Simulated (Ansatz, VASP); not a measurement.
## Two plane-wave programs on SnO2

POSCAR

```
SnO2
1.0
    4.7598181121      0.0000000000      0.0000000000
    0.0000000000      4.7600576133      0.0000000000
    0.0000000000      0.0000000000      3.2007107582
Sn O
2 4
Direct
    0.5000000000      0.5000000000      0.5000000000
    0.0000000000      0.0000000000      0.0000000000
    0.2612951007      0.2613932123     -0.0937291816
    0.8058623571      0.1940417737      0.5000000000
    0.1941376429      0.8059582263      0.5000000000
    0.6941376429      0.6940417737      0.0000000000
```

File INCAR.step1:

```
SYSTEM = SnO2
PREC = Accurate
ENCUT = 520
ISMEAR = 0
SIGMA = 0.05
LREAL = .FALSE.
LASPH = .TRUE.
NELM = 100
NBANDS = 35
GGA = PE
ALGO = Normal
EDIFF = 1E-4
LWAVE = .TRUE.
LCHARG = .FALSE.
```

INCAR.step2

```
SYSTEM = SnO2
PREC = Accurate
ENCUT = 520
EDIFF = 1E-6
ISMEAR = 0
SIGMA = 0.05
LREAL = .FALSE.
LASPH = .TRUE.
NELM = 100
ALGO = Normal
ISIF = 2
LWAVE = .FALSE.
LCHARG = .FALSE.
METAGGA = R2SCAN
LMIXTAU = .TRUE.
NBANDS = 35
ISTART = 1
```

File KPOINTS:

```
Automatic mesh
0
G
  6 6 8
  0 0 0
```

Input for Ansatz:

```yaml
crystal:
  lattice:
    - [4.7598181121, 0.0, 0.0]
    - [0.0, 4.7600576133, 0.0]
    - [0.0, 0.0, 3.2007107582]
  atoms:
    - { symbol: Sn, position: [0.5, 0.5, 0.5] }
    - { symbol: Sn, position: [0.0, 0.0, 0.0] }
    - { symbol: O, position: [0.2612951007, 0.2613932123, -0.0937291816] }
    - { symbol: O, position: [0.8058623571, 0.1940417737, 0.5] }
    - { symbol: O, position: [0.1941376429, 0.8059582263, 0.5] }
    - { symbol: O, position: [0.6941376429, 0.6940417737, 0.0] }
basis:
  ecutwfc: 500
kpoints:
  mp_grid: { grid: [6, 6, 8] }
hamiltonian:
  xc: r2scan
scf:
  occupations: { method: gaussian, width: 0.05 }
output:
  forces: true
  stress: true
  eigenvalues: true
  write_density: true
  write_potential: true
  elf: true
  volumetric_format: npy
```

Alike in both runs: task single point; functional r2SCAN; k mesh 6 × 6 × 8; occupations gaussian, width 0.05 eV; no spin polarisation.

|  | VASP | Ansatz |
| --- | --- | --- |
| version | VASP 6.6.1 | Ansatz 0.2.0 |
| potentials or method | VASP PAW PBE potentials, release 64 (Sn_d, O), cutoff 520 eV | scalar-relativistic, plane waves, PAW |
| valence electrons in the cell | 52 | 52 |

Ansatz gave:

```
gap on the k mesh at the Fermi level (eV)                     : 1.36
least direct gap on the mesh (eV)                             : 1.36
pressure (GPa)                                                : 6.7
traceless stress, the component that is largest in VASP (GPa) : 10.12
rms of the force components (eV/Å)                            : 2.483
```

Task: Which values does VASP return?

Result: gap on the k mesh at the Fermi level (eV): 1.37; least direct gap on the mesh (eV): 1.37; pressure (GPa): 7.8; traceless stress, the component that is largest in VASP (GPa): 10.05; rms of the force components (eV/Å): 2.504.

VASP's potentials were made for PBE, not for r2SCAN. Atom by atom the forces differ by 0.028 eV/Å (rms over components).
